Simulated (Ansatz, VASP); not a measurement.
TiO2: VASP beside Ansatz

```
CELL_PARAMETERS angstrom
3.88454 0.00000 0.00000
0.00000 3.88454 0.00000
0.00000 0.00000 4.08816
ATOMIC_POSITIONS crystal
Ti 0.00000 0.50000 0.32289
Ti 0.50000 0.00000 0.67711
O 0.50000 0.24395 0.25292
O 0.50000 0.75605 0.25292
O 0.24395 0.50000 0.74708
O 0.75605 0.50000 0.74708
```

Alike in both runs: functional PBE; k mesh 10 × 10 × 10; occupations gaussian, width 0.1 eV; collinear spin.

Ansatz relaxed the structure, and its values are those at the end. VASP's run is a single point on that final structure, the one shown.

|  | VASP | Ansatz |
| --- | --- | --- |
| version | VASP 6.6.1 | Ansatz 0.2.0 |
| potentials or method | VASP PAW PBE potentials, release 64 (Ti_sv, O), cutoff 520 eV | scalar-relativistic, plane waves, PAW |
| valence electrons in the cell | 48 | 48 |

Ansatz gave:

| Quantity | Value |
| --- | --- |
| gap on the k mesh at the Fermi level (eV) | none |
| pressure (GPa) | 0.0 |
| rms of the force components (eV/Å) | 0.000 |
| net moment per atom (μB) | 0.00 |

**Question.** What did VASP give for the same quantities?

**Answer.** gap on the k mesh at the Fermi level (eV): none; pressure (GPa): 0.6; rms of the force components (eV/Å): 0.049; net moment per atom (μB): 0.00.

A gap of «none» marks a metal or a gap that the smearing closes. With one functional, cell and mesh, what is left measures potentials, basis and numerics. Ansatz's warnings: seeded moment not kept.
